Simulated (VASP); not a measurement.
# ZnO in VASP: notebook

ZnO is run at these levels: PBE; tasks: single point.

Program: VASP 6.6.1. These are calculated values, not measurements. Logs are shortened: lines on timing, memory, paths and dates and some standing lists are left out, and cuts for length are marked.

## Step 1: The cell of the first run

The structure is tetragonal, space group P4_2/mnm (No. 136). The conventional cell has a = 2.920 Å, b = 2.920 Å, c = 1.724 Å, α = 90.00°, β = 90.00°, γ = 90.00°. Within 1.4 Å of Zn (site symmetry m2m) lie 4 O at 1.03 to 1.06 Å. Within 1.4 Å of O (site symmetry m2m) lie 4 Zn at 1.03 to 1.06 Å.

## Step 2: Single point, PBE

INCAR reads:

```
SYSTEM = ZnO
PREC = Accurate
ENCUT = 520
EDIFF = 1E-6
ISMEAR = 0
SIGMA = 0.1
LREAL = .False.
LASPH = .True.
NELM = 60
ALGO = Normal
ISIF = 2
LWAVE = .False.
LCHARG = .False.
GGA = PE
NBANDS = 46
```

KPOINTS reads:

```
regular mesh
0
Gamma
  6 6 8
  0 0 0
```

POSCAR reads:

```
ZnO
1.0
    2.9197711769      0.0000000000      0.0000000000
    0.0000000000      2.9197711769      0.0000000000
    0.0000000000      0.0000000000      1.7244707732
Zn O
4 4
Direct
    0.1819728400      0.1819728400      0.5000000000
    0.8180271600      0.8180271600      0.5000000000
    0.6819728400      0.3180271600      0.0000000000
    0.3180271600      0.6819728400      0.0000000000
    0.8172472300      0.1827527700      0.5000000000
    0.1827527700      0.8172472300      0.5000000000
    0.6827527700      0.6827527700      0.0000000000
    0.3172472300      0.3172472300      0.0000000000
```

Potentials or basis: VASP PAW PBE potentials, release 64 (Zn, O).

Run with:

```
> cat potpaw_PBE.64/Zn/POTCAR potpaw_PBE.64/O/POTCAR > POTCAR
> mpirun -np 1 vasp_std > vasp.out
```

OUTCAR:

```text
SYSTEM = ZnO
   PREC = Accurate
   ENCUT = 520
   EDIFF = 1E-6
   ISMEAR = 0
   LREAL = .False.
   LASPH = .True.
   NELM = 60
   ISIF = 2
   GGA = PE

 ion  position               nearest neighbor table
   1  0.182  0.182  0.500-   8 1.03   8 1.03   5 1.06   6 1.06   2 1.50   3 1.74   3 1.74   4 1.74
                             4 1.74   4 1.74   4 1.74   3 1.74   3 1.74   6 1.85   5 1.85   6 2.03
   2  0.818  0.818  0.500-   7 1.03   7 1.03   5 1.06   6 1.06   1 1.50   3 1.74   3 1.74   4 1.74
                             4 1.74   3 1.74   3 1.74   4 1.74   4 1.74   6 1.85   5 1.85   6 2.03
   3  0.682  0.318  0.000-   5 1.03   5 1.03   8 1.06   7 1.06   4 1.50   2 1.74   1 1.74   2 1.74
                             1 1.74   2 1.74   2 1.74   1 1.74   1 1.74   7 1.85   8 1.85   7 2.03
   4  0.318  0.682  0.000-   6 1.03   6 1.03   8 1.06   7 1.06   3 1.50   2 1.74   1 1.74   2 1.74
                             1 1.74   1 1.74   1 1.74   2 1.74   2 1.74   7 1.85   8 1.85   7 2.03
   5  0.817  0.183  0.500-   3 1.03   3 1.03   1 1.06   2 1.06   6 1.51   8 1.74   7 1.74   7 1.74
                             8 1.74   7 1.74   7 1.74   8 1.74   8 1.74   2 1.85   1 1.85   1 2.03
   6  0.183  0.817  0.500-   4 1.03   4 1.03   1 1.06   2 1.06   5 1.51   8 1.74   7 1.74   7 1.74
                             8 1.74   8 1.74   8 1.74   7 1.74   7 1.74   2 1.85   1 1.85   1 2.03
   7  0.683  0.683  0.000-   2 1.03   2 1.03   4 1.06   3 1.06   8 1.51   5 1.74   6 1.74   5 1.74
                             6 1.74   5 1.74   5 1.74   6 1.74   6 1.74   3 1.85   4 1.85   3 2.03
   8  0.317  0.317  0.000-   1 1.03   1 1.03   4 1.06   3 1.06   7 1.51   5 1.74   6 1.74   5 1.74
                             6 1.74   6 1.74   6 1.74   5 1.74   5 1.74   4 1.85   3 1.85   4 2.03

 -----------------------------------------------------------------------------
|                                                                             |
|           W    W    AA    RRRRR   N    N  II  N    N   GGGG   !!!           |
|           W    W   A  A   R    R  NN   N  II  NN   N  G    G  !!!           |
|           W    W  A    A  R    R  N N  N  II  N N  N  G       !!!           |
|           W WW W  AAAAAA  RRRRR   N  N N  II  N  N N  G  GGG   !            |
|           WW  WW  A    A  R   R   N   NN  II  N   NN  G    G                |
|           W    W  A    A  R    R  N    N  II  N    N   GGGG   !!!           |
|                                                                             |
|     The distance between some ions is very small. Please check the          |
|     nearest-neighbor list in the OUTCAR file.                               |
|     I HOPE YOU KNOW WHAT YOU ARE DOING!                                     |
|                                                                             |
 -----------------------------------------------------------------------------

  LATTYP: Found a simple tetragonal cell.
 ALAT       =     2.9197711769
 C/A-ratio  =     0.5906184659

  Lattice vectors:

 A1 = (   2.9197711769,   0.0000000000,   0.0000000000)
 A2 = (   0.0000000000,   2.9197711769,   0.0000000000)
 A3 = (   0.0000000000,   0.0000000000,   1.7244707732)

Analysis of symmetry for initial positions (statically):
=====================================================================
 Subroutine PRICEL returns:
 Original cell was already a primitive cell.

 Routine SETGRP: Setting up the symmetry group for a
 simple tetragonal supercell.

 Subroutine GETGRP returns: Found 16 space group operations
 (whereof  8 operations were pure point group operations)
 out of a pool of 16 trial point group operations.

The static configuration has the point symmetry D_2h.
 The point group associated with its full space group is D_4h.

Analysis of symmetry for dynamics (positions and initial velocities):
=====================================================================
 Subroutine PRICEL returns:
 Original cell was already a primitive cell.

 Routine SETGRP: Setting up the symmetry group for a
 simple tetragonal supercell.

 Subroutine GETGRP returns: Found 16 space group operations
 (whereof  8 operations were pure point group operations)
 out of a pool of 16 trial point group operations.

The dynamic configuration has the point symmetry D_2h.
 The point group associated with its full space group is D_4h.

 Subroutine INISYM returns: Found 16 space group operations
 (whereof  8 operations are pure point group operations),
 and found     1 'primitive' translations

----------------------------------------------------------------------------------------

                                     Primitive cell

[... 45 lines left out ...]

  Length of vectors
     0.057082099  0.057082099  0.072486007

  Shift w.r.t. Gamma in fractional coordinates (k-lattice)
     0.000000000  0.000000000  0.000000000

 Subroutine IBZKPT returns following result:
 ===========================================

 Found     50 irreducible k-points:

 Following reciprocal coordinates:
            Coordinates               Weight
  0.000000  0.000000  0.000000      1.000000
  0.166667  0.000000  0.000000      4.000000
  0.333333  0.000000  0.000000      4.000000
  0.500000  0.000000  0.000000      2.000000
  0.166667  0.166667  0.000000      4.000000
  0.333333  0.166667  0.000000      8.000000
[... 16 lines left out ...]
  0.333333  0.000000  0.250000      8.000000
  0.500000  0.000000  0.250000      4.000000
 [... further k-points ...]
   k-points           NKPTS =     50   k-points in BZ     NKDIM =     50   number of bands    NBANDS=     46
   number of dos      NEDOS =    301   number of ions     NIONS =      8
   total plane-waves  NPLWV =   8064
   dimension x,y,z NGX =    24 NGY =   24 NGZ =   14
   dimension x,y,z NGXF=    48 NGYF=   48 NGZF=   28
   ions per type =               4   4
   NGX,Y,Z   is equivalent  to a cutoff of  13.67, 13.67, 13.50 a.u.
   NGXF,Y,Z  is equivalent  to a cutoff of  27.33, 27.33, 26.99 a.u.
 SYSTEM =  ZnO
   PREC   = accura    normal or accurate (medium, high low for compatibility)
   ISTART =      0    job   : 0-new  1-cont  2-samecut
   ICHARG =      2    charge: 1-file 2-atom 10-const
   ISPIN  =      1    spin polarized calculation?
   LNONCOLLINEAR =      F non collinear calculations
   LSORBIT =      F    spin-orbit coupling
   LASPH  =      T    aspherical Exc in radial PAW
   ENCUT  =  520.0 eV  38.22 Ry    6.18 a.u.   5.43  5.43  3.21*2*pi/ulx,y,z
   NELM   =     60;   NELMIN=  2; NELMDL= -5     # of ELM steps
   EDIFF  = 0.1E-05   stopping-criterion for ELM
   LREAL  =      F    real-space projection
   EDIFFG = 0.1E-04   stopping-criterion for IOM
   NSW    =      0    number of steps for IOM
   IBRION =     -1    ionic relax: 0-MD 1-quasi-New 2-CG
   NFREE  =      0    steps in history (QN), initial steepest desc. (CG)
   ISIF   =      2    stress and relaxation
   ISYM   =      2    0-nonsym 1-usesym 2-fastsym
   POTIM  = 0.5000    time-step for ionic-motion
   TEBEG  =    0.0;   TEEND  =   0.0 temperature during run
   PSTRESS=    0.0 pullay stress
   NELECT =      72.0000    total number of electrons
   NUPDOWN=      -1.0000    fix difference up-down
   EMIN   =  10.00;   EMAX   =-10.00  energy-range for DOS
   EFERMI =   0.00;   METHOD = LEGACY
   ISMEAR =     0;   SIGMA  =   0.10  broadening in eV -4-tet -1-fermi 0-gaus
   EFERMI_NEDOS =   21; number of points for ismear=-14 and -15
   IALGO  =     38    algorithm
   IMIX   =      4    mixing-type and parameters
     AMIX     =   0.40;   BMIX     =  1.00
     AMIX_MAG =   1.60;   BMIX_MAG =  1.00
  volume/ion in A,a.u.               =       1.84        12.40
  Fermi-wavevector in a.u.,A,eV,Ry     =   2.780148  5.253717105.162425  7.729220
  Thomas-Fermi vector in A             =   3.555395
   LORBIT       =      0    0 simple, 1 ext, 2 COOP (PROOUT), +10 PAW based schemes
   GGA     = PE    functional components
   LHFCALC =     F    Hartree Fock is set to
   AEXX    =    0.0000 exact exchange contribution
   IVDW    =     0    specifies the selected vdW correction
   LEPSILON=     F    determine dielectric tensor
   LRPA    =     F    only Hartree local field effects (RPA)
 non-spin polarized calculation
 Gauss-broadening in eV      SIGMA  =   0.10
  energy-cutoff  :      520.00
  volume of cell :       14.70
 maximum number of plane-waves:       415
 NGX is ok and might be reduce to    24
   NGX = 11   NGY = 11   NGZ =  7

 number of electron      71.9999993 magnetization

 Free energy of the ion-electron system (eV)
  ---------------------------------------------------
  ext. energy  EPLUGINS =         0.00000000
  ---------------------------------------------------
  free energy    TOTEN  =       786.67982562 eV

  energy without entropy =      786.68185461  energy(sigma->0) =      786.68084012

 E-fermi :  52.4484     XC(G=0): -25.0342

 val. band max:       52.4392447907   @ k =   0.0000   0.0000   0.1250
 cond. band min:      52.4993720640   @ k =   0.0000   0.0000   0.0000
 fundamental gap:      0.0601272733
 Fermi energy:        52.4484336032

 k-point     1 :       0.0000    0.0000    0.0000
  band No.  band energies     occupation
      1      -1.2754      2.00000
      2      -0.8461      2.00000
      3      -0.8461      2.00000
      4      -0.8073      2.00000
      5       4.8390      2.00000
      6       7.3594      2.00000
[... 1165 lines left out ...]
     45      73.4124      0.00000
     46      73.4124      0.00000

 [... further k-points ...]

------------------------ aborting loop because EDIFF is reached ----------------------------------------

  FORCE on cell =-STRESS in cart. coord.  units (eV):
  Direction    XX          YY          ZZ          XY          YZ          ZX
  --------------------------------------------------------------------------------------
  -------------------------------------------------------------------------------------
  Total     1535.2736986   1535.2736986   1717.2447037      0.0000000      0.0000000      0.0000000
  in kB   167318.0983724 167318.0983724 187149.7691391      0.0000000      0.0000000      0.0000000
  external PRESSURE =  173928.6552946 kB  Pullay stress =       0.0000000 kB

 VOLUME and BASIS-vectors are now :
 -----------------------------------------------------------------------------
  energy-cutoff  :      520.00
  volume of cell :       14.70
      direct lattice vectors                 reciprocal lattice vectors
     2.919771177  0.000000000  0.000000000     0.342492593  0.000000000  0.000000000
     0.000000000  2.919771177  0.000000000     0.000000000  0.342492593  0.000000000
     0.000000000  0.000000000  1.724470773     0.000000000  0.000000000  0.579888054

 POSITION                                       TOTAL-FORCE (eV/Angst)
 -----------------------------------------------------------------------------------
      0.53132      0.53132      0.86224        33.460182     33.460182      0.000000
      2.38845      2.38845      0.86224       -33.460182    -33.460182     -0.000000
      1.99120      0.92857      0.00000        33.460182    -33.460182     -0.000000
      0.92857      1.99120      0.00000       -33.460182     33.460182     -0.000000
      2.38617      0.53360      0.86224       -19.160263     19.160263     -0.000000
      0.53360      2.38617      0.86224        19.160263    -19.160263     -0.000000
      1.99348      1.99348      0.00000        19.160263     19.160263     -0.000000
      0.92629      0.92629      0.00000       -19.160263    -19.160263     -0.000000
 -----------------------------------------------------------------------------------
    total drift:                                0.000000      0.000000     -0.000000

  FREE ENERGIE OF THE ION-ELECTRON SYSTEM (eV)
  ---------------------------------------------------
  free  energy   TOTEN  =       786.6798256225 eV

  energy  without entropy=      786.6818546100  energy(sigma->0) =      786.68084012
```

Wall time 63 s (1 thread of Intel Xeon 8259CL, shared host); peak memory 0.14 GiB.

The run converged, but its numbers aren't listed here, since they failed a check.

Caveat: the k points lie up to 0.46 Å⁻¹ apart, too coarse for converged energies and pressures of a metal; atoms lie so close that the PAW spheres overlap strongly, which falsifies energies and pressures; forces of over 1 eV/Å act on the atoms, so gaps and moduli don't describe the material at rest.

## Step 3: Single point, PBE

This run uses another cell than the first one, of 12.40 Å³/atom.

INCAR reads:

```
PREC = Accurate
ENCUT = 520
EDIFF = 1E-7
ISMEAR = 0
SIGMA = 0.05
LREAL = False
LASPH = True
NELM = 80
ALGO = Normal
ISIF = 2
LWAVE = False
LCHARG = False
GGA = PE
NBANDS = 46
NELECT = 71.0
```

KPOINTS reads:

```
Automatic mesh
0
Gamma
  6 6 8
```

Changes to POSCAR since step 2:

```diff
@@ -2,5 +2,5 @@
 1.0
-    2.9197711769      0.0000000000      0.0000000000
-    0.0000000000      2.9197711769      0.0000000000
-    0.0000000000      0.0000000000      1.7244707732
+    5.5175700700      0.0000000000      0.0000000000
+    0.0000000000      5.5175700700      0.0000000000
+    0.0000000000      0.0000000000      3.2587787700
 Zn O
```

Potentials or basis: VASP PAW PBE potentials, release 64 (Zn, O).

Run with:

```
> cat potpaw_PBE.64/Zn/POTCAR potpaw_PBE.64/O/POTCAR > POTCAR
> mpirun -np 1 vasp_std > vasp.out
```

Run time: 7.6 min. Hardware: 1 thread of Intel Xeon 8259CL, shared host; peak memory 0.3 GiB.

It converged, with:

* Free energy: -35.9492 eV
* Largest force: 0.096 eV/Å

Forces on the atoms (eV/Å):
```
Zn   0.036  0.036  0.000
Zn  -0.036 -0.036  0.000
Zn   0.036 -0.036  0.000
Zn  -0.036  0.036  0.000
O    0.068 -0.068  0.000
O   -0.068  0.068  0.000
O   -0.068 -0.068  0.000
O    0.068  0.068  0.000
```

Levels at points of the mesh, in eV from the Fermi level:
```
           k point  band 34  band 35  band 36  band 37  band 38  band 39
(0.00, 0.00, 0.00)     0.30     0.30     0.46     1.73     6.12     6.12
(0.50, 0.00, 0.00)     0.01     0.05     0.05     4.04     4.04     7.03
(0.50, 0.50, 0.00)    -0.38    -0.26    -0.26     5.11     5.11     5.56
(0.00, 0.00, 0.50)    -1.19    -0.77    -0.77     6.66     6.66     8.94
(0.50, 0.00, 0.50)    -0.98    -0.54    -0.54     6.81     6.81     7.75
(0.50, 0.50, 0.50)    -0.81    -0.76    -0.76     6.61     6.61     6.84
```

Caveat: the cell carries a net charge on a neutralising background, which shifts energy and pressure; the cell is charged against a uniform background, so pressure and absolute levels hang on convention; an odd number of electrons without spin polarisation forces a metal; a magnetic or distorted state may lie lower.

## Step 4: Single point, PBE

This run uses another cell than the first one, of 12.40 Å³/atom.

INCAR reads:

```
PREC     = Accurate       # precision mode
ENCUT    = 520            # plane-wave cutoff, eV
EDIFF    = 1E-7           # SCF threshold, eV
ISMEAR   = 0              # smearing method
SIGMA    = 0.02           # smearing width, eV
LREAL    = F              # projectors in reciprocal space
LASPH    = T              # aspherical terms in the spheres
NELM     = 100            # most SCF steps
ALGO     = Normal         # electronic algorithm
ISIF     = 2              # what is computed and relaxed
LWAVE    = F              # write WAVECAR
LCHARG   = F              # write CHGCAR
GGA      = PE             # functional
NBANDS   = 46             # bands
```

KPOINTS reads:

```
regular mesh
0
Gamma
  6 6 8
```

POSCAR is that of step 3.

Run with:

```
> cat potpaw_PBE.64/Zn/POTCAR potpaw_PBE.64/O/POTCAR > POTCAR
> mpirun -np 1 vasp_std > vasp.out
```

Run time: 6 min. Hardware: 1 thread of Intel Xeon 8259CL, shared host; peak memory 0.3 GiB.

Results (log left out):

| Quantity | Value |
| --- | --- |
| Free energy | -35.4521 eV |
| Pressure | 6.0 GPa |
| Largest force | 0.035 eV/Å |
| Band gap on the k mesh | 0.80 eV |

Forces in eV/Å, atoms in the order of the input:
```
Zn   0.024  0.024  0.000
Zn  -0.024 -0.024  0.000
Zn   0.024 -0.024  0.000
Zn  -0.024  0.024  0.000
O   -0.005  0.005  0.000
O    0.005 -0.005  0.000
O    0.005  0.005  0.000
O   -0.005 -0.005  0.000
```

Stress tensor (GPa, compression positive):
```
5.91 0.00 0.00
0.00 5.91 0.00
0.00 0.00 6.32
```

Levels at points of the mesh, in eV from the valence-band top:
```tsv
k point	band 33	band 34	band 35	band 36	band 37	band 38	band 39	band 40
(0.00, 0.00, 0.00)	-0.48	-0.18	-0.18	0.00	0.80	5.26	5.26	6.91
(0.50, 0.00, 0.00)	-0.48	-0.48	-0.43	-0.43	3.22	3.22	6.12	6.12
(0.50, 0.50, 0.00)	-0.87	-0.87	-0.75	-0.75	4.28	4.28	4.67	4.67
(0.00, 0.00, 0.50)	-1.79	-1.79	-1.31	-1.31	5.85	5.85	8.03	8.03
(0.50, 0.00, 0.50)	-1.57	-1.57	-1.05	-1.05	5.94	5.94	6.79	6.79
(0.50, 0.50, 0.50)	-1.35	-1.35	-1.33	-1.33	5.54	5.54	5.97	5.97
```

Caveat: the cell stands under pressure.

(Continued in part 2 of 2.)
